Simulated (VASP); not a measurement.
Runs of VASP 6.6.1 on MgS. Symmetry: Fm-3m, No. 225, cubic system. The conventional cell has a = 5.203 Å, b = 5.203 Å, c = 5.203 Å, α = 90.00°, β = 90.00°, γ = 90.00°. Mg (site symmetry m-3m) has 6 S at 2.60 Å within 3.4 Å. Within 3.4 Å of S (site symmetry m-3m) lie 6 Mg at 2.60 Å. 

| level | potentials or basis | k mesh | cutoff (eV) | smearing | gap on the mesh (eV) | pressure (GPa) |
| --- | --- | --- | --- | --- | --- | --- |
| r2SCAN | VASP PAW PBE potentials, release 64 (Mg, S) | 6 × 6 × 6 | 660 | gaussian 0.5 eV | 3.43 | -0.4 |
| r2SCAN | VASP PAW PBE potentials, release 64 (Mg, S) | 6 × 6 × 6 | 660 | methfessel-paxton 0.05 eV | 3.43 | -0.4 |
| r2SCAN | VASP PAW PBE potentials, release 64 (Mg, S) | 4 × 4 × 4 | 660 | gaussian 0.01 eV | (a) | -0.1 |
| r2SCAN | VASP PAW PBE potentials, release 64 (Mg, S) | 6 × 6 × 6 | 660 | methfessel-paxton 0.001 eV | 3.43 | -0.4 |
| LDA | VASP PAW LDA potentials, release 64 (Mg, S) | 6 × 6 × 6 | 600 | gaussian 0.01 eV | 2.56 | -3.8 |

Alike in all rows: task single point; no spin polarisation; cell as given.

Estimate the missing entries.

(a) 3.41.

Caveats: some runs use coarse meshes; the PAW data sets were made with another functional, which shifts forces and pressure a little (at least some runs); the cell stands under tension (at least some runs).

A k mesh can miss the band edges.
